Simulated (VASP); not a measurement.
# Te (R-3m) in VASP: a series of runs, part 2 of 2

VASP 6.6.1. The steps go on from the part before.

### Step 5. Single point, PBEsol+D3(BJ)

This run uses another cell than the first one, of 29.78 Å³/atom, 0.919 times its volume.

Input file INCAR:

```
ALGO = Normal
EDIFF = 1E-7
ENCUT = 520
GGA = PS
ISIF = 2
ISMEAR = -1
IVDW = 12
LASPH = T
LCHARG = T
LELF = T
LREAL = F
LVHAR = T
LWAVE = F
NBANDS = 9
NELM = 80
PREC = Accurate
SIGMA = 0.05
```

Input file KPOINTS:

```
k-points
0
Gamma
  9 9 9
```

Input file POSCAR:

```
Te
1.0
    2.3021488417      1.3291462534      1.6218284573
   -2.3021488417      1.3291462534      1.6218284573
    0.0000000000     -2.6582925069      1.6218284573
Te
1
Direct
    0.5000000000      0.5000000000      0.5000000000
```

Potentials or basis: VASP PAW PBE potentials, release 64 (Te).

Command:

```sh
$ cat potpaw_PBE.64/Te/POTCAR > POTCAR
$ mpirun -np 1 vasp_std > vasp.out
```

OUTCAR:

```text
EDIFF = 1E-7
   ENCUT = 520
   GGA = PS
   ISIF = 2
   ISMEAR = -1
   IVDW = 12
   LASPH = T
   LREAL = F
   NELM = 80
   PREC = Accurate
 IVDW          = 12

 ion  position               nearest neighbor table
   1  0.500  0.500  0.500-

  LATTYP: Found a trigonal (rhomboedric) cell.
 ALAT       =     3.1139760110
 COS(alpha) =    -0.0931160427

  Lattice vectors:

 A1 = (   2.3021488417,   1.3291462534,   1.6218284573)
 A2 = (  -2.3021488417,   1.3291462534,   1.6218284573)
 A3 = (   0.0000000000,  -2.6582925069,   1.6218284573)

Analysis of symmetry for initial positions (statically):
=====================================================================
 Subroutine PRICEL returns:
 Original cell was already a primitive cell.

 Routine SETGRP: Setting up the symmetry group for a
 trigonal (rhombohedral) supercell.

 Subroutine GETGRP returns: Found 12 space group operations
 (whereof 12 operations were pure point group operations)
 out of a pool of 12 trial point group operations.

[... 162 lines left out ...]
 cond. band min:       7.5589001289   @ k =  -0.3333   0.4444   0.2222
 fundamental gap:      0.0558165134
 Fermi energy:         7.5369847008

 k-point     1 :       0.0000    0.0000    0.0000
  band No.  band energies     occupation
      1      -6.7777      2.00000
      2       8.5148      0.00000
      3       9.1663      0.00000
      4       9.1663      0.00000
      5      13.6591      0.00000
      6      13.6591      0.00000
      7      14.3565      0.00000
      8      23.9396      0.00000
      9      23.9447      0.00000
[... 265 lines left out ...]
 k-point    24 :       0.4444    0.4444    0.0000
  band No.  band energies     occupation
      1      -2.8822      2.00000
      2       2.2865      2.00000
      3       3.2400      2.00000
      4       9.7683      0.00000
      5      11.5466      0.00000
      6      17.7440      0.00000
      7      19.6252      0.00000
      8      20.2642      0.00000
      9      20.4895      0.00000

 [... further k-points ...]

------------------------ aborting loop because EDIFF is reached ----------------------------------------

 Edisp (eV)   -0.46540

 E8    (eV) :    -0.3160

  FORCE on cell =-STRESS in cart. coord.  units (eV):
  Direction    XX          YY          ZZ          XY          YZ          ZX
  --------------------------------------------------------------------------------------
  -------------------------------------------------------------------------------------
  Total      -0.03395    -0.03395    -0.04294     0.00000     0.00000    -0.00000
  in kB      -1.82697    -1.82697    -2.31064     0.00000     0.00000    -0.00000
  external pressure =       -1.99 kB  Pullay stress =        0.00 kB

 VOLUME and BASIS-vectors are now :
 -----------------------------------------------------------------------------
  energy-cutoff  :      520.00
  volume of cell :       29.78
      direct lattice vectors                 reciprocal lattice vectors
     2.302148842  1.329146253  1.621828457     0.217188390  0.125393775  0.205529341
    -2.302148842  1.329146253  1.621828457    -0.217188390  0.125393775  0.205529341
     0.000000000 -2.658292507  1.621828457     0.000000000 -0.250787551  0.205529341

 POSITION                                       TOTAL-FORCE (eV/Angst)
 -----------------------------------------------------------------------------------
      0.00000     -0.00000      2.43274         0.000000      0.000000     -0.000000
 -----------------------------------------------------------------------------------
    total drift:                                0.000000      0.000000     -0.000000

  FREE ENERGIE OF THE ION-ELECTRON SYSTEM (eV)
  ---------------------------------------------------
  free  energy   TOTEN  =        -3.9612303971 eV

  energy  without entropy=       -3.9563485117  energy(sigma->0) =       -3.95878945
```

stdout:

```text
POSCAR found type information on POSCAR Te
 POSCAR found :  1 types and       1 ions
 scaLAPACK will be used
 -----------------------------------------------------------------------------
|                                                                             |
|                                                                             |
|     You enforced a specific xc type in the INCAR file but a different       |
|     I HOPE YOU KNOW WHAT YOU ARE DOING!                                     |
|                                                                             |
 -----------------------------------------------------------------------------

 LDA part: xc-table for (Slater+PW92), standard interpolation
 POSCAR, INCAR and KPOINTS ok, starting setup
 FFT: planning ... GRIDC
 FFT: planning ... GRID_SOFT
 FFT: planning ... GRID
 WAVECAR not read
 entering main loop
```

Wall time 6.7 s (1 thread of Intel Xeon 6975P-C (Granite Rapids), shared host); peak memory 0.16 GiB.

What came out:

- Free energy: -3.9612 eV
- Pressure: -0.2 GPa
- Band gap on the k mesh: zero (band 3 reaches 10.00 eV, above the bottom of band 4 at 5.02 eV)
- Dispersion energy per atom: -0.465 eV

Levels at points of the mesh, in eV from the Fermi level:
```tsv
k point	band 1	band 2	band 3	band 4	band 5	band 6
(0.00, 0.00, 0.00)	-14.31	0.98	1.63	1.63	6.12	6.12
```

Caveat: three body term missing; the PAW data sets were made with another functional, which shifts forces and pressure a little; spin-orbit coupling is left out, which moves the levels of the heavy elements; pairwise dispersion overbinds metals, which lowers pressure and volume.

### Step 6. Single point, PBEsol+D4

This run uses another cell than the first one, of 30.16 Å³/atom, 0.931 times its volume.

Input file INCAR:

```
SYSTEM = Te
PREC = Accurate ; ENCUT = 520
EDIFF = 1E-6 ; ISMEAR = -1
SIGMA = 0.05 ; LREAL = .False.
LASPH = .True. ; NELM = 80
ALGO = Normal ; ISIF = 2
LWAVE = .False. ; LCHARG = .True.
GGA = PS ; IVDW = 13
LELF = .True. ; LVHAR = .True.
NBANDS = 9
```

Input file KPOINTS:

```
Automatic mesh
0
Gamma
  9 9 9
  0 0 0
```

Input file POSCAR:

```
Te
1.0
    2.3048991768      1.3307341602      1.6388018071
   -2.3048991768      1.3307341602      1.6388018071
    0.0000000000     -2.6614683204      1.6388018071
Te
1
Direct
    0.5000000000      0.5000000000      0.5000000000
```

Potentials or basis: VASP PAW PBE potentials, release 64 (Te).

Command:

```sh
$ cat potpaw_PBE.64/Te/POTCAR > POTCAR
$ mpirun -np 1 vasp_std > vasp.out
```

Wall time 5.7 s (1 thread of Intel Xeon 6975P-C (Granite Rapids), shared host); peak memory 0.15 GiB.

Results (log left out):

```yaml
Free_energy: -3.8054 eV
Pressure: 0.1 GPa
Band_gap_on_the_k_mesh: zero (band 3 reaches 9.81 eV, above the bottom of band 4 at 4.88 eV)
Dispersion_energy_per_atom: -0.305 eV
```

Levels at points of the mesh, in eV from the Fermi level:
```tsv
k point	band 1	band 2	band 3	band 4	band 5	band 6	band 7
(0.00, 0.00, 0.00)	-14.22	0.97	1.58	1.58	6.11	6.11	6.75
```

Caveat: the PAW data sets were made with another functional, which shifts forces and pressure a little; spin-orbit coupling is left out, which moves the levels of the heavy elements; pairwise dispersion overbinds metals, which lowers pressure and volume.

### Step 7. Summary

```csv
level,spin,fixed moment (μB),cell,smearing,gap on the mesh (eV),pressure (GPa),moment (μB)
PBEsol+D3(BJ),"collinear, ferromagnetic start",1.0,"a = 3.196 Å, angles 94.0°, 1 atom",fermi-dirac 0.15 eV,-,0.5,1.00
PBEsol+D3(BJ),"collinear, ferromagnetic start",1.0,"a = 3.216 Å, angles 94.0°, 1 atom",fermi-dirac 0.15 eV,-,-0.4,1.00
PBEsol+D3(BJ),off,-,"a = 3.109 Å, angles 95.6°, 1 atom",fermi-dirac 0.05 eV,none,0.1,-
PBEsol+D3(BJ),off,-,"a = 3.114 Å, angles 95.3°, 1 atom",fermi-dirac 0.05 eV,none,-0.2,-
PBEsol+D4,off,-,"a = 3.126 Å, angles 95.0°, 1 atom",fermi-dirac 0.05 eV,none,0.1,-
```

Alike in all rows: task single point; potentials or basis VASP PAW PBE potentials, release 64 (Te); k mesh 9 × 9 × 9; cutoff (eV) 520.

Caveats: the PAW data sets were made with another functional, which shifts forces and pressure a little; spin-orbit coupling is left out, which moves the levels of the heavy elements; pairwise dispersion overbinds metals, which lowers pressure and volume (some runs); the total moment is fixed, so each spin has its own Fermi level (some runs); three body term missing (some runs).

Total energies depend on the potentials used, so only differences within one code and one set of settings carry meaning.
